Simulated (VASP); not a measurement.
# SnO (P4/nmm) in VASP: further runs

The runs below take SnO through vibrations by perturbation theory, with LDA.

Everything below comes from runs of VASP 6.6.1. Logs are shortened: lines on timing, memory, paths and dates and some standing lists are left out, and cuts for length are marked.

### Step 1. The cell of the first run

Symmetry: P4/nmm, No. 129, tetragonal system. Conventional cell: a = 3.765 Å, b = 3.765 Å, c = 4.652 Å, α = 90.00°, β = 90.00°, γ = 90.00°. Within 2.9 Å of Sn (site symmetry 4mm) lie 4 O at 2.20 Å. Within 2.9 Å of O (site symmetry -4m2) lie 4 Sn at 2.20 Å and 4 O at 2.66 Å.

### Step 2. Vibrations by perturbation theory, LDA

INCAR

```
SYSTEM = SnO
PREC = Accurate ; ENCUT = 520
EDIFF = 1E-8 ; ISMEAR = -1
SIGMA = 0.1 ; LREAL = .False.
LASPH = .True. ; NELM = 100
ALGO = Normal ; ISIF = 2
LWAVE = .False. ; LCHARG = .False.
NBANDS = 28 ; IBRION = 8
NSW = 1
```

KPOINTS

```
Automatic mesh
0
Gamma
  8 8 6
  0 0 0
```

POSCAR

```
SnO
1.0
    3.7654796929      0.0000000000      0.0000000000
    0.0000000000      3.7654796929      0.0000000000
    0.0000000000      0.0000000000      4.6520276924
Sn O
2 2
Direct
    0.5000000000      0.0000000000      0.2462494532
    0.0000000000      0.5000000000      0.7537505468
    0.0000000000      0.0000000000      0.0000000000
    0.5000000000      0.5000000000      0.0000000000
```

Potentials or basis: VASP PAW LDA potentials, release 64 (Sn_d, O).

The run is started by

```bash
> cat potpaw_LDA.64/Sn_d/POTCAR potpaw_LDA.64/O/POTCAR > POTCAR
> mpirun -np 1 vasp_std > vasp.out
```

OUTCAR:

```text
SYSTEM = SnO
   PREC = Accurate
   ENCUT = 520
   EDIFF = 1E-8
   ISMEAR = -1
   LREAL = .False.
   LASPH = .True.
   NELM = 100
   ISIF = 2
   IBRION = 8
   NSW = 1

 ion  position               nearest neighbor table
   1  0.500  0.000  0.246-   3 2.20   4 2.20   4 2.20   3 2.20   2 3.51   2 3.51   2 3.51   2 3.51
                             2 3.56   2 3.56   2 3.56   2 3.56
   2  0.000  0.500  0.754-   3 2.20   4 2.20   3 2.20   4 2.20   1 3.51   1 3.51   1 3.51   1 3.51
                             1 3.56   1 3.56   1 3.56   1 3.56
   3  0.000  0.000  0.000-   1 2.20   2 2.20   2 2.20   1 2.20
   4  0.500  0.500  0.000-   1 2.20   2 2.20   1 2.20   2 2.20

  LATTYP: Found a simple tetragonal cell.
 ALAT       =     3.7654796929
 C/A-ratio  =     1.2354409190

  Lattice vectors:

 A1 = (   3.7654796929,   0.0000000000,   0.0000000000)
 A2 = (   0.0000000000,   3.7654796929,   0.0000000000)
 A3 = (   0.0000000000,   0.0000000000,   4.6520276924)

Analysis of symmetry for initial positions (statically):
=====================================================================
 Subroutine PRICEL returns:
 Original cell was already a primitive cell.

 Routine SETGRP: Setting up the symmetry group for a
 simple tetragonal supercell.

 Subroutine GETGRP returns: Found 16 space group operations
 (whereof  8 operations were pure point group operations)
 out of a pool of 16 trial point group operations.

The static configuration has the point symmetry D_2d.
 The point group associated with its full space group is D_4h.

Analysis of symmetry for dynamics (positions and initial velocities):
=====================================================================
 Subroutine PRICEL returns:
 Original cell was already a primitive cell.

 Routine SETGRP: Setting up the symmetry group for a
 simple tetragonal supercell.

 Subroutine GETGRP returns: Found 16 space group operations
 (whereof  8 operations were pure point group operations)
 out of a pool of 16 trial point group operations.

The dynamic configuration has the point symmetry D_2d.
 The point group associated with its full space group is D_4h.

 Subroutine INISYM returns: Found 16 space group operations
 (whereof  8 operations are pure point group operations),
 and found     1 'primitive' translations

----------------------------------------------------------------------------------------

                                     Primitive cell

  volume of cell :      65.9603

  direct lattice vectors                    reciprocal lattice vectors
     3.765479693  0.000000000  0.000000000     0.265570414  0.000000000  0.000000000
     0.000000000  3.765479693  0.000000000     0.000000000  0.265570414  0.000000000
     0.000000000  0.000000000  4.652027692     0.000000000  0.000000000  0.214960027

  length of vectors
     3.765479693  3.765479693  4.652027692     0.265570414  0.265570414  0.214960027

  position of ions in fractional coordinates (direct lattice)
     0.500000000  0.000000000  0.246249453
     0.000000000  0.500000000  0.753750547
     0.000000000  0.000000000  0.000000000
     0.500000000  0.500000000  0.000000000

  ion indices of the primitive-cell ions
   primitive index   ion index
                 1           1
[... 124 lines left out ...]
 E-fermi :   7.7390     XC(G=0): -11.0001

 val. band max:        7.6321307055   @ k =   0.1250   0.0000   0.0000
 cond. band min:       7.8766903576   @ k =   0.5000   0.5000   0.1667
 fundamental gap:      0.2445596521
 Fermi energy:         7.7390349526

 k-point     1 :       0.0000    0.0000    0.0000
  band No.  band energies     occupation
      1     -14.4045      2.00000
      2     -13.9345      2.00000
      3     -13.9345      2.00000
      4     -13.9154      2.00000
      5     -13.8713      2.00000
      6     -13.8652      2.00000
[... 733 lines left out ...]
     27      16.2459      0.00000
     28      16.2459      0.00000

 [... further k-points ...]

------------------------ aborting loop because EDIFF is reached ----------------------------------------

  FORCE on cell =-STRESS in cart. coord.  units (eV):
  Direction    XX          YY          ZZ          XY          YZ          ZX
  --------------------------------------------------------------------------------------
  -------------------------------------------------------------------------------------
  Total        0.1430807      0.1430807      0.1536180      0.0000000      0.0000000      0.0000000
  in kB        3.4754308      3.4754308      3.7313837      0.0000000      0.0000000      0.0000000
  external PRESSURE =       3.5607485 kB  Pullay stress =       0.0000000 kB

 VOLUME and BASIS-vectors are now :
 -----------------------------------------------------------------------------
  energy-cutoff  :      520.00
  volume of cell :       65.96
      direct lattice vectors                 reciprocal lattice vectors
     3.765479693  0.000000000  0.000000000     0.265570414  0.000000000  0.000000000
     0.000000000  3.765479693  0.000000000     0.000000000  0.265570414  0.000000000
     0.000000000  0.000000000  4.652027692     0.000000000  0.000000000  0.214960027

 POSITION                                       TOTAL-FORCE (eV/Angst)
 -----------------------------------------------------------------------------------
      1.88274      0.00000      1.14556        -0.000000     -0.000000      0.114665
      0.00000      1.88274      3.50647         0.000000     -0.000000     -0.114665
      0.00000      0.00000      0.00000         0.000000     -0.000000      0.000000
      1.88274      1.88274      0.00000         0.000000      0.000000      0.000000
 -----------------------------------------------------------------------------------
    total drift:                                0.000000      0.000000     -0.000000

  FREE ENERGIE OF THE ION-ELECTRON SYSTEM (eV)
  ---------------------------------------------------
  free  energy   TOTEN  =       -25.7357446996 eV

  energy  without entropy=      -25.7291440250  energy(sigma->0) =      -25.73244436

[... ionic steps 2 to 9 ...]

--------------------------------------- Ionic step       10  -------------------------------------------

------------------------ aborting loop because EDIFF is reached ----------------------------------------

[... ionic steps 11 to 11 ...]

--------------------------------------- Ionic step       12  -------------------------------------------

 Free energy of the ion-electron system (eV)
  ---------------------------------------------------
  ---------------------------------------------------
  free energy    TOTEN  =        -0.36558034 eV

  energy without entropy =       -0.36558034

------------------------ aborting loop because EDIFF is reached ----------------------------------------

 INTERNAL STRAIN TENSOR  FOR ION    3  DIRECTION 3   (eV/Angst):
 -----------------------------------------------------------------------------
     7.08715  0.00000  0.00000
     0.00000 -7.14316  0.00000
     0.00000  0.00000  0.04773

 INTERNAL STRAIN TENSOR FOR ION    4 for displacements in x,y,z  (eV/Angst):
          X           Y           Z          XY          YZ          ZX
  --------------------------------------------------------------------------------
  x     0.00000     0.00000     0.00000     0.00000     0.00000    -4.59655
  y     0.00000     0.00000     0.00000     0.00000     4.12578     0.00000
  z    -7.11515     7.11515     0.00000     0.00000     0.00000     0.00000

 SECOND DERIVATIVES (NOT SYMMETRIZED)
 ------------------------------------
               1X          1Y          1Z          2X          2Y          2Z          3X          3Y          3Z          4X          4Y          4Z
  1X    -5.478914    0.000000    0.000000    1.280886    0.000000    0.000000    3.237667    0.000000    0.000000    0.960361    0.000000    0.000000
  1Y     0.000000   -5.478914    0.000000    0.000000    1.280886    0.000000    0.000000    0.960361    0.000000    0.000000    3.237667    0.000000
  1Z     0.000000    0.000000  -13.556353    0.000000    0.000000    6.331723    0.000000    0.000000    3.612315    0.000000    0.000000    3.612315
  2X     1.280886    0.000000    0.000000   -5.478914    0.000000    0.000000    0.960361    0.000000    0.000000    3.237667    0.000000    0.000000
  2Y     0.000000    1.280886    0.000000    0.000000   -5.478914    0.000000    0.000000    3.237667    0.000000    0.000000    0.960361    0.000000
  2Z     0.000000    0.000000    6.331723    0.000000    0.000000  -13.556353    0.000000    0.000000    3.612315    0.000000    0.000000    3.612315
  3X     3.213759    0.000000    0.000000    0.947607    0.000000    0.000000   -8.771990    0.000000    0.000000    4.610624    0.000000    0.000000
  3Y     0.000000    0.947607    0.000000    0.000000    3.213759    0.000000    0.000000   -8.771990    0.000000    0.000000    4.610624    0.000000
  3Z     0.000000    0.000000    3.611547    0.000000    0.000000    3.611547    0.000000    0.000000   -7.466342    0.000000    0.000000    0.243248
  4X     0.947607    0.000000    0.000000    3.213759    0.000000    0.000000    4.610624    0.000000    0.000000   -8.771990    0.000000    0.000000
  4Y     0.000000    3.213759    0.000000    0.000000    0.947607    0.000000    0.000000    4.610624    0.000000    0.000000   -8.771990    0.000000
  4Z     0.000000    0.000000    3.611547    0.000000    0.000000    3.611547    0.000000    0.000000    0.243248    0.000000    0.000000   -7.466342

 Eigenvectors and eigenvalues of the dynamical matrix
 ----------------------------------------------------

   1 f  =   14.327167 THz    90.020246 2PiTHz  477.902856 cm-1    59.252376 meV
             X         Y         Z           dx          dy          dz
      1.882740  0.000000  1.145559    -0.045167   -0.012901    0.000000
      0.000000  1.882740  3.506468     0.045167    0.012901   -0.000000
      0.000000  0.000000  0.000000     0.678414   -0.193772   -0.000000
      1.882740  1.882740  0.000000    -0.678414    0.193772    0.000000
[... 71 lines left out ...]
  12 f/i=    0.012098 THz     0.076011 2PiTHz    0.403530 cm-1     0.050031 meV
             X         Y         Z           dx          dy          dz
      1.882740  0.000000  1.145559    -0.300931    0.591264    0.000000
      0.000000  1.882740  3.506468    -0.300931    0.591264    0.000000
      0.000000  0.000000  0.000000    -0.110966    0.218025    0.000000
      1.882740  1.882740  0.000000    -0.110966    0.218025    0.000000

--------------------------------------------------------------------------------------------------------

 ELASTIC MODULI CONTR FROM IONIC RELAXATION (kBar)
 Direction    XX          YY          ZZ          XY          YZ          ZX
 --------------------------------------------------------------------------------
 XX        -686.0528    -48.0463   -553.8831      0.0000      0.0000     -0.0000
 YY         -48.0463   -686.0528   -553.8831      0.0000      0.0000     -0.0000
 ZZ        -553.8831   -553.8831   -835.8176      0.0000      0.0000     -0.0000
 XY           0.0000      0.0000      0.0000      0.0000      0.0000      0.0000
 YZ           0.0000      0.0000      0.0000      0.0000   -259.6527      0.0000
 ZX          -0.0000     -0.0000     -0.0000      0.0000      0.0000   -335.8665
 --------------------------------------------------------------------------------
```

Wall time 8.9 min (1 thread of AMD EPYC 9R45 (Zen 5), shared host); peak memory 0.5 GiB.

Results:

```
Highest phonon frequency at Γ, LO-TO splitting left out : 478 cm⁻¹
```

Phonon frequencies in cm⁻¹ (negative: imaginary):
```tsv
q point	frequencies
(0.000, 0.000, 0.000)	0 0 0 121 121 213 283 283 362 373 478 478
```

Caveat: spin-orbit coupling is left out, which moves the levels of the heavy elements.

### Step 3. Vibrations by perturbation theory, LDA

INCAR

```
PREC     = Accurate       # precision mode
ENCUT    = 520            # plane-wave cutoff, eV
EDIFF    = 1E-8           # SCF threshold, eV
ISMEAR   = -1             # smearing method
SIGMA    = 0.1            # smearing width, eV
LREAL    = F              # projectors in reciprocal space
LASPH    = T              # aspherical terms in the spheres
NELM     = 60             # most SCF steps
ALGO     = Normal         # electronic algorithm
ISIF     = 2              # what is computed and relaxed
LWAVE    = F              # write WAVECAR
LCHARG   = T              # write CHGCAR
GGA      = CA             # functional
IBRION   = 8              # ionic algorithm
NSW      = 1              # ionic steps
```

KPOINTS

```
regular mesh
0
Gamma
  8 8 6
```

POSCAR is that of step 2.

Potentials or basis: VASP PAW LDA potentials, release 64 (Sn_d, O).

The run is started by

```bash
> cat potpaw_LDA.64/Sn_d/POTCAR potpaw_LDA.64/O/POTCAR > POTCAR
> mpirun -np 1 vasp_std > vasp.out
```

OUTCAR:

```text
PREC = Accurate
   ENCUT = 520
   EDIFF = 1E-8
   ISMEAR = -1
   LREAL = F
   LASPH = T
   NELM = 60
   ISIF = 2
   GGA = CA
   IBRION = 8
   NSW = 1

 ion  position               nearest neighbor table
   1  0.500  0.000  0.246-   3 2.20   4 2.20   4 2.20   3 2.20   2 3.51   2 3.51   2 3.51   2 3.51
                             2 3.56   2 3.56   2 3.56   2 3.56
   2  0.000  0.500  0.754-   3 2.20   4 2.20   3 2.20   4 2.20   1 3.51   1 3.51   1 3.51   1 3.51
                             1 3.56   1 3.56   1 3.56   1 3.56
   3  0.000  0.000  0.000-   1 2.20   2 2.20   2 2.20   1 2.20
   4  0.500  0.500  0.000-   1 2.20   2 2.20   1 2.20   2 2.20

  LATTYP: Found a simple tetragonal cell.
 ALAT       =     3.7654796929
 C/A-ratio  =     1.2354409190

  Lattice vectors:

 A1 = (   3.7654796929,   0.0000000000,   0.0000000000)
 A2 = (   0.0000000000,   3.7654796929,   0.0000000000)
 A3 = (   0.0000000000,   0.0000000000,   4.6520276924)

Analysis of symmetry for initial positions (statically):
=====================================================================
 Subroutine PRICEL returns:
 Original cell was already a primitive cell.

 Routine SETGRP: Setting up the symmetry group for a
 simple tetragonal supercell.

 Subroutine GETGRP returns: Found 16 space group operations
 (whereof  8 operations were pure point group operations)
 out of a pool of 16 trial point group operations.

[... 876 lines left out ...]

------------------------ aborting loop because EDIFF is reached ----------------------------------------

 INTERNAL STRAIN TENSOR  FOR ION    3  DIRECTION 3   (eV/Angst):
 -----------------------------------------------------------------------------
     7.08863  0.00000  0.00000
     0.00000 -7.14484  0.00000
     0.00000  0.00000  0.04782

 INTERNAL STRAIN TENSOR FOR ION    4 for displacements in x,y,z  (eV/Angst):
          X           Y           Z          XY          YZ          ZX
  --------------------------------------------------------------------------------
  x     0.00000     0.00000     0.00000     0.00000     0.00000    -4.60161
  y     0.00000     0.00000     0.00000     0.00000     4.13066     0.00000
  z    -7.11674     7.11674     0.00000     0.00000     0.00000     0.00000

 SECOND DERIVATIVES (NOT SYMMETRIZED)
 ------------------------------------
               1X          1Y          1Z          2X          2Y          2Z          3X          3Y          3Z          4X          4Y          4Z
  1X    -5.479773    0.000000    0.000000    1.281766    0.000000    0.000000    3.239406    0.000000    0.000000    0.958600    0.000000    0.000000
  1Y     0.000000   -5.479773    0.000000    0.000000    1.281766    0.000000    0.000000    0.958600    0.000000    0.000000    3.239406    0.000000
  1Z     0.000000    0.000000  -13.551889    0.000000    0.000000    6.336319    0.000000    0.000000    3.607785    0.000000    0.000000    3.607785
  2X     1.281766    0.000000    0.000000   -5.479773    0.000000    0.000000    0.958600    0.000000    0.000000    3.239406    0.000000    0.000000
  2Y     0.000000    1.281766    0.000000    0.000000   -5.479773    0.000000    0.000000    3.239406    0.000000    0.000000    0.958600    0.000000
  2Z     0.000000    0.000000    6.336319    0.000000    0.000000  -13.551889    0.000000    0.000000    3.607785    0.000000    0.000000    3.607785
  3X     3.215260    0.000000    0.000000    0.947248    0.000000    0.000000   -8.782243    0.000000    0.000000    4.619736    0.000000    0.000000
  3Y     0.000000    0.947248    0.000000    0.000000    3.215260    0.000000    0.000000   -8.782243    0.000000    0.000000    4.619736    0.000000
  3Z     0.000000    0.000000    3.607775    0.000000    0.000000    3.607775    0.000000    0.000000   -7.464044    0.000000    0.000000    0.248495
  4X     0.947248    0.000000    0.000000    3.215260    0.000000    0.000000    4.619736    0.000000    0.000000   -8.782243    0.000000    0.000000
  4Y     0.000000    3.215260    0.000000    0.000000    0.947248    0.000000    0.000000    4.619736    0.000000    0.000000   -8.782243    0.000000
  4Z     0.000000    0.000000    3.607775    0.000000    0.000000    3.607775    0.000000    0.000000    0.248495    0.000000    0.000000   -7.464044

 Eigenvectors and eigenvalues of the dynamical matrix
 ----------------------------------------------------

   1 f  =   14.337510 THz    90.085235 2PiTHz  478.247870 cm-1    59.295152 meV
             X         Y         Z           dx          dy          dz
      1.882740  0.000000  1.145559    -0.029447   -0.036576    0.000000
      0.000000  1.882740  3.506468     0.029447    0.036576    0.000000
      0.000000  0.000000  0.000000     0.442457   -0.549569    0.000000
      1.882740  1.882740  0.000000    -0.442457    0.549569   -0.000000
[... 71 lines left out ...]
  12 f/i=    0.011712 THz     0.073590 2PiTHz    0.390675 cm-1     0.048437 meV
             X         Y         Z           dx          dy          dz
      1.882740  0.000000  1.145559    -0.065989   -0.660161    0.000000
      0.000000  1.882740  3.506468    -0.065989   -0.660161    0.000000
      0.000000  0.000000  0.000000    -0.024330   -0.243396    0.000000
      1.882740  1.882740  0.000000    -0.024330   -0.243396    0.000000

--------------------------------------------------------------------------------------------------------

 ELASTIC MODULI CONTR FROM IONIC RELAXATION (kBar)
 Direction    XX          YY          ZZ          XY          YZ          ZX
 --------------------------------------------------------------------------------
 XX        -686.0532    -48.0073   -553.8728      0.0000      0.0000      0.0000
 YY         -48.0073   -686.0532   -553.8728      0.0000      0.0000      0.0000
 ZZ        -553.8728   -553.8728   -835.8305      0.0000      0.0000      0.0000
 XY           0.0000      0.0000      0.0000      0.0000      0.0000      0.0000
 YZ           0.0000      0.0000      0.0000      0.0000   -260.1519     -0.0000
 ZX           0.0000      0.0000      0.0000      0.0000     -0.0000   -336.4257
 --------------------------------------------------------------------------------
```

OSZICAR:

```text
N       E                     dE             d eps       ncg     rms          rms(c)
DAV:   1     0.396933386114E+03    0.39693E+03   -0.20759E+04  2928   0.261E+03
DAV:   2     0.254703614428E+02   -0.37146E+03   -0.36505E+03  3112   0.577E+02
[... 82 lines left out ...]
RMM:   7    -0.365576942382E+00    0.12127E-05   -0.45966E-07  8122   0.341E-03    0.387E-04
RMM:   8    -0.365579589761E+00   -0.26474E-05    0.17998E-07  8945   0.130E-03    0.161E-04
RMM:   9    -0.365580054201E+00   -0.46444E-06   -0.77400E-08  8853   0.420E-04    0.707E-05
RMM:  10    -0.365580136255E+00   -0.82054E-07   -0.18299E-07  8846   0.175E-04    0.209E-05
RMM:  11    -0.365580166422E+00   -0.30167E-07   -0.79734E-08  9494   0.761E-05    0.620E-06
RMM:  12    -0.365580172273E+00   -0.58504E-08    0.45816E-08  9268   0.350E-05    0.154E-06
 Linear response finished
```

Wall time 17 min (1 thread of Intel Xeon 8259CL, shared host); peak memory 0.49 GiB.

What came out:

| Item | Value |
| --- | --- |
| Highest phonon frequency at Γ, LO-TO splitting left out | 478 cm⁻¹ |

Phonon frequencies in cm⁻¹ (negative: imaginary):
```
              q point                                frequencies
(0.000, 0.000, 0.000)  0 0 0 121 121 213 283 283 362 373 478 478
```

Caveat: spin-orbit coupling is left out, which moves the levels of the heavy elements.
